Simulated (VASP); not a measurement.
# HC18Cl in VASP: a series of runs

The runs below take HC18Cl through single point, with PBE+D3(BJ).

Everything below comes from runs of VASP 6.6.1. Logs are shortened: lines on timing, memory, paths and dates and some standing lists are left out, and cuts for length are marked.

### Step 1. The cell of the first run

The cell holds a slab with vacuum, 20 atoms: a = 7.398 Å, b = 7.398 Å, c = 11.000 Å, α = 90.00°, β = 90.00°, γ = 120.00°.

### Step 2. Single point, PBE+D3(BJ)

File INCAR:

```
SYSTEM = HC18Cl
PREC = Accurate
ENCUT = 520
EDIFF = 1E-7
ISMEAR = -1
SIGMA = 0.02
LREAL = Auto
LASPH = .TRUE.
NELM = 60
ALGO = Normal
ISIF = 2
LWAVE = .FALSE.
LCHARG = .FALSE.
GGA = PE
IVDW = 12
NBANDS = 56
```

File KPOINTS:

```
regular mesh
0
G
  2 2 1
  0 0 0
```

File POSCAR:

```
HC18Cl
1.0
    7.3980000000      0.0000000000      0.0000000000
   -3.6990000000      6.4068560000      0.0000000000
    0.0000000000      0.0000000000     11.0000000000
C Cl H
18 1 1
Direct
   -0.0050633348     -0.0047965804      0.0889384545
    0.2181026234      0.1068073014      0.0890312727
   -0.0034176856      0.3281197517      0.0887832727
    0.2166189868      0.4381376763      0.0888986364
   -0.0054847833      0.6598074001      0.0887666364
    0.2185168274      0.7717919679      0.0889747273
    0.3300155020     -0.0051744569      0.0891211818
    0.5496345082      0.1046429013      0.0889918182
    0.3280370877      0.3264437346      0.0890250000
    0.5518967074      0.4385030661      0.0890230909
    0.3284414221      0.6620947935      0.0889861818
    0.5514621006      0.7734559665      0.0890750000
    0.6611524074     -0.0069525521      0.0889386364
    0.8849787378      0.1048095977      0.0887448182
    0.6615814595      0.3286195288      0.0888110000
    0.8845469328      0.4402674260      0.0884700000
    0.6633570156      0.6614845097      0.0890510000
    0.8829316500      0.7712761142      0.0889661818
    1.0097655905      0.3609583234      0.4130348182
    1.0286468236      0.3519987026      0.2963684545
```

Potentials or basis: VASP PAW PBE potentials, release 64 (C, Cl, H).

On the command line:

```sh
$ cat potpaw_PBE.64/C/POTCAR potpaw_PBE.64/Cl/POTCAR potpaw_PBE.64/H/POTCAR > POTCAR
$ mpirun -np 1 vasp_std > vasp.out
```

OUTCAR:

```text
SYSTEM = HC18Cl
   PREC = Accurate
   ENCUT = 520
   EDIFF = 1E-7
   ISMEAR = -1
   LREAL = Auto
   LASPH = .TRUE.
   NELM = 60
   ISIF = 2
   GGA = PE
   IVDW = 12
 IVDW          = 12

 ion  position               nearest neighbor table
   1  0.995  0.995  0.089-  14 1.41   2 1.43  18 1.43
   2  0.218  0.107  0.089-   9 1.41   1 1.43   7 1.43
   3  0.997  0.328  0.089-   4 1.41  14 1.43  16 1.44
   4  0.217  0.438  0.089-   3 1.41   9 1.43  11 1.43
   5  0.995  0.660  0.089-  16 1.41  18 1.43   6 1.44
   6  0.219  0.772  0.089-  11 1.41   7 1.43   5 1.44
[... 10 lines left out ...]
  17  0.663  0.661  0.089-  18 1.41  10 1.43  12 1.43
  18  0.883  0.771  0.089-  17 1.41   5 1.43   1 1.43
  19  0.010  0.361  0.413-  20 1.30
  20  0.029  0.352  0.296-  19 1.30

  LATTYP: Found a hexagonal cell.
 ALAT       =     7.3980000000
 C/A-ratio  =     1.4868883482

  Lattice vectors:

 A1 = (   7.3980000000,   0.0000000000,   0.0000000000)
 A2 = (  -3.6990000000,   6.4068560000,   0.0000000000)
 A3 = (   0.0000000000,   0.0000000000,  11.0000000000)

Analysis of symmetry for initial positions (statically):
=====================================================================
 Subroutine PRICEL returns:
 Original cell was already a primitive cell.

 Routine SETGRP: Setting up the symmetry group for a
 hexagonal supercell.

 Subroutine GETGRP returns: Found  1 space group operations
 (whereof  1 operations were pure point group operations)
 out of a pool of 24 trial point group operations.

The static configuration has the point symmetry C_1 .

Analysis of symmetry for dynamics (positions and initial velocities):
=====================================================================
 Subroutine PRICEL returns:
 Original cell was already a primitive cell.

 Routine SETGRP: Setting up the symmetry group for a
 hexagonal supercell.

 Subroutine GETGRP returns: Found  1 space group operations
 (whereof  1 operations were pure point group operations)
 out of a pool of 24 trial point group operations.

The dynamic configuration has the point symmetry C_1 .

 Subroutine INISYM returns: Found  1 space group operations
 (whereof  1 operations are pure point group operations),
 and found     1 'primitive' translations

----------------------------------------------------------------------------------------

                                     Primitive cell

  volume of cell :     521.3771

  direct lattice vectors                    reciprocal lattice vectors
     7.398000000  0.000000000  0.000000000     0.135171668  0.078041398  0.000000000
    -3.699000000  6.406856000  0.000000000     0.000000000  0.156082796  0.000000000
     0.000000000  0.000000000 11.000000000     0.000000000  0.000000000  0.090909091

  length of vectors
     7.398000000  7.398000054 11.000000000     0.156082797  0.156082796  0.090909091

  position of ions in fractional coordinates (direct lattice)
     0.994936665  0.995203420  0.088938455
     0.218102623  0.106807301  0.089031273
     0.996582314  0.328119752  0.088783273
     0.216618987  0.438137676  0.088898636
     0.994515217  0.659807400  0.088766636
     0.218516827  0.771791968  0.088974727
[... 12 lines left out ...]
     0.009765591  0.360958323  0.413034818
     0.028646824  0.351998703  0.296368454

  ion indices of the primitive-cell ions
   primitive index   ion index
                 1           1
                 2           2
                 3           3
                 4           4
                 5           5
                 6           6
[... 12 lines left out ...]
                19          19
                20          20

----------------------------------------------------------------------------------------

 KPOINTS: regular mesh

Automatic generation of k-mesh.
 Grid dimensions read from file:
 generate k-points for:    2    2    1

 Generating k-lattice:

  Cartesian coordinates                     Fractional coordinates (reciprocal lattice)
     0.067585834  0.039020699  0.000000000     0.500000000 -0.000000000  0.000000000
     0.000000000  0.078041398  0.000000000     0.000000000  0.500000000  0.000000000
     0.000000000  0.000000000  0.090909091     0.000000000  0.000000000  1.000000000

  Length of vectors
     0.078041399  0.078041398  0.090909091

  Shift w.r.t. Gamma in fractional coordinates (k-lattice)
     0.000000000  0.000000000  0.000000000

 Subroutine IBZKPT returns following result:
 ===========================================

 Found      4 irreducible k-points:

 Following reciprocal coordinates:
            Coordinates               Weight
  0.000000  0.000000  0.000000      1.000000
  0.500000 -0.000000  0.000000      1.000000
  0.000000  0.500000  0.000000      1.000000
  0.500000  0.500000  0.000000      1.000000
   k-points           NKPTS =      4   k-points in BZ     NKDIM =      4   number of bands    NBANDS=     56
   number of dos      NEDOS =    301   number of ions     NIONS =     20
   total plane-waves  NPLWV = 263424
   dimension x,y,z NGX =    56 NGY =   56 NGZ =   84
   dimension x,y,z NGXF=   112 NGYF=  112 NGZF=  168
   ions per type =              18   1   1
   NGX,Y,Z   is equivalent  to a cutoff of  12.58, 12.58, 12.70 a.u.
   NGXF,Y,Z  is equivalent  to a cutoff of  25.17, 25.17, 25.39 a.u.
 SYSTEM =  HC18Cl
   PREC   = accura    normal or accurate (medium, high low for compatibility)
   ISTART =      0    job   : 0-new  1-cont  2-samecut
   ICHARG =      2    charge: 1-file 2-atom 10-const
   ISPIN  =      1    spin polarized calculation?
   LNONCOLLINEAR =      F non collinear calculations
   LSORBIT =      F    spin-orbit coupling
   LASPH  =      T    aspherical Exc in radial PAW
   ENCUT  =  520.0 eV  38.22 Ry    6.18 a.u.  13.76 13.76 20.45*2*pi/ulx,y,z
   NELM   =     60;   NELMIN=  2; NELMDL= -5     # of ELM steps
   EDIFF  = 0.1E-06   stopping-criterion for ELM
   LREAL  =      T    real-space projection
   EDIFFG = 0.1E-05   stopping-criterion for IOM
   NSW    =      0    number of steps for IOM
   IBRION =     -1    ionic relax: 0-MD 1-quasi-New 2-CG
   NFREE  =      0    steps in history (QN), initial steepest desc. (CG)
   ISIF   =      2    stress and relaxation
   ISYM   =      2    0-nonsym 1-usesym 2-fastsym
   POTIM  = 0.5000    time-step for ionic-motion
   TEBEG  =    0.0;   TEEND  =   0.0 temperature during run
   PSTRESS=    0.0 pullay stress
   NELECT =      80.0000    total number of electrons
   NUPDOWN=      -1.0000    fix difference up-down
   EMIN   =  10.00;   EMAX   =-10.00  energy-range for DOS
   EFERMI =   0.00;   METHOD = LEGACY
   ISMEAR =    -1;   SIGMA  =   0.02  broadening in eV -4-tet -1-fermi 0-gaus
   EFERMI_NEDOS =   21; number of points for ismear=-14 and -15
   IALGO  =     38    algorithm
   IMIX   =      4    mixing-type and parameters
     AMIX     =   0.40;   BMIX     =  1.00
     AMIX_MAG =   1.60;   BMIX_MAG =  1.00
  volume/ion in A,a.u.               =      26.07       175.92
  Fermi-wavevector in a.u.,A,eV,Ry     =   0.876437  1.656226 10.451210  0.768142
  Thomas-Fermi vector in A             =   1.996247
   LORBIT       =      0    0 simple, 1 ext, 2 COOP (PROOUT), +10 PAW based schemes
   GGA     = PE    functional components
   LHFCALC =     F    Hartree Fock is set to
   AEXX    =    0.0000 exact exchange contribution
   IVDW    =    12    specifies the selected vdW correction
   LEPSILON=     F    determine dielectric tensor
   LRPA    =     F    only Hartree local field effects (RPA)
 non-spin polarized calculation
  energy-cutoff  :      520.00
  volume of cell :      521.38
 maximum number of plane-waves:     14099
 NGX is ok and might be reduce to    56
   NGX = 27   NGY = 27   NGZ = 41

 number of electron      79.9999997 magnetization

 Free energy of the ion-electron system (eV)
  ---------------------------------------------------
  ext. energy  EPLUGINS =         0.00000000
  ---------------------------------------------------
  free energy    TOTEN  =      -171.73981896 eV

  energy without entropy =     -171.73846627  energy(sigma->0) =     -171.73914261

 E-fermi :  -1.4313     XC(G=0):  -4.6314

 val. band max:       -1.5230147626   @ k =   0.0000   0.0000   0.0000
 cond. band min:      -1.3380665176   @ k =   0.0000   0.0000   0.0000
 fundamental gap:      0.1849482450
 Fermi energy:        -1.4312573931

 k-point     1 :       0.0000    0.0000    0.0000
  band No.  band energies     occupation
      1     -20.9531      2.00000
      2     -18.4482      2.00000
      3     -18.4122      2.00000
      4     -18.4018      2.00000
      5     -18.3820      2.00000
      6     -18.2940      2.00000
[... 44 lines left out ...]
     51       3.6953      0.00000
     52       4.0138      0.00000

 k-point     2 :       0.5000   -0.0000    0.0000
  band No.  band energies     occupation
      1     -20.3128      2.00000
      2     -20.2854      2.00000
      3     -19.0424      2.00000
      4     -18.9708      2.00000
      5     -17.7679      2.00000
      6     -16.5589      2.00000
[... 44 lines left out ...]
     51       4.5975      0.00000
     52       4.6558      0.00000

 k-point     3 :       0.0000    0.5000    0.0000
  band No.  band energies     occupation
      1     -20.3132      2.00000
      2     -20.2850      2.00000
      3     -19.0503      2.00000
      4     -18.9624      2.00000
      5     -17.7684      2.00000
      6     -16.5634      2.00000
[... 44 lines left out ...]
     51       4.6006      0.00000
     52       4.6564      0.00000

 k-point     4 :       0.5000    0.5000    0.0000
  band No.  band energies     occupation
      1     -20.3131      2.00000
      2     -20.2851      2.00000
      3     -19.0518      2.00000
      4     -18.9607      2.00000
      5     -17.7684      2.00000
      6     -16.5643      2.00000
[... 44 lines left out ...]
     51       4.6005      0.00000
     52       4.6538      0.00000
 [bands above 52 left out]

------------------------ aborting loop because EDIFF is reached ----------------------------------------

 Edisp (eV)   -1.77320

 E8    (eV) :    -0.5425

  FORCE on cell =-STRESS in cart. coord.  units (eV):
  Direction    XX          YY          ZZ          XY          YZ          ZX
  --------------------------------------------------------------------------------------
  -------------------------------------------------------------------------------------
  Total       1.13173     1.09670    -0.31123     0.03198     0.00034     0.03119
  in kB       3.47778     3.37013    -0.95639     0.09829     0.00104     0.09583
  external pressure =        1.96 kB  Pullay stress =        0.00 kB

 VOLUME and BASIS-vectors are now :
 -----------------------------------------------------------------------------
  energy-cutoff  :      520.00
  volume of cell :      521.38
      direct lattice vectors                 reciprocal lattice vectors
     7.398000000  0.000000000  0.000000000     0.135171668  0.078041398  0.000000000
    -3.699000000  6.406856000  0.000000000     0.000000000  0.156082796  0.000000000
     0.000000000  0.000000000 11.000000000     0.000000000  0.000000000  0.090909091

 POSITION                                       TOTAL-FORCE (eV/Angst)
 -----------------------------------------------------------------------------------
      3.67928      6.37613      0.97832         0.006655      0.002819     -0.000571
      1.21844      0.68430      0.97934        -0.006716      0.002314      0.001223
      6.15900      2.10222      0.97662         0.002383      0.008344     -0.008130
     -0.01812      2.80709      0.97789        -0.018157     -0.009461     -0.001260
      4.91680      4.22729      0.97643         0.013420      0.015045     -0.001092
     -1.23827      4.94476      0.97872        -0.009161     -0.008877      0.001193
[... 12 lines left out ...]
     -1.26294      2.31261      4.54338         0.018402     -0.004538     -0.105686
     -1.09011      2.25520      3.26005        -0.013003      0.006181      0.108698
 -----------------------------------------------------------------------------------
    total drift:                               -0.004971      0.004117      0.000791

  FREE ENERGIE OF THE ION-ELECTRON SYSTEM (eV)
  ---------------------------------------------------
  free  energy   TOTEN  =      -173.5130154183 eV

  energy  without entropy=     -173.5116627329  energy(sigma->0) =     -173.51233908
```

It took 2.6 min on 1 thread of Intel Xeon 6975P-C (Granite Rapids), shared host; peak memory 0.61 GiB.

What came out:

```yaml
Free_energy: -173.5130 eV
Largest_force: 0.110 eV/Å
Band_gap_on_the_k_mesh: 0.18 eV, direct
Dispersion_energy_per_atom: -0.089 eV
```

Forces in eV/Å, atoms in the order of the input:
```
C    0.007  0.003 -0.001
C   -0.007  0.002  0.001
C    0.002  0.008 -0.008
C   -0.018 -0.009 -0.001
C    0.013  0.015 -0.001
C   -0.009 -0.009  0.001
C   -0.006 -0.006 -0.002
C    0.008  0.005  0.003
C   -0.003  0.001  0.001
C    0.003 -0.013 -0.002
C   -0.003 -0.004  0.001
C    0.002  0.007  0.002
C    0.000 -0.001  0.000
C   -0.003  0.010  0.000
C   -0.012 -0.008 -0.001
C    0.016 -0.012  0.005
C   -0.005  0.002  0.002
C    0.008  0.008 -0.002
Cl   0.018 -0.005 -0.106
H   -0.013  0.006  0.109
```

Caveat: the k points lie up to 0.49 Å⁻¹ apart.

(Part 1 of 2 ends here.)
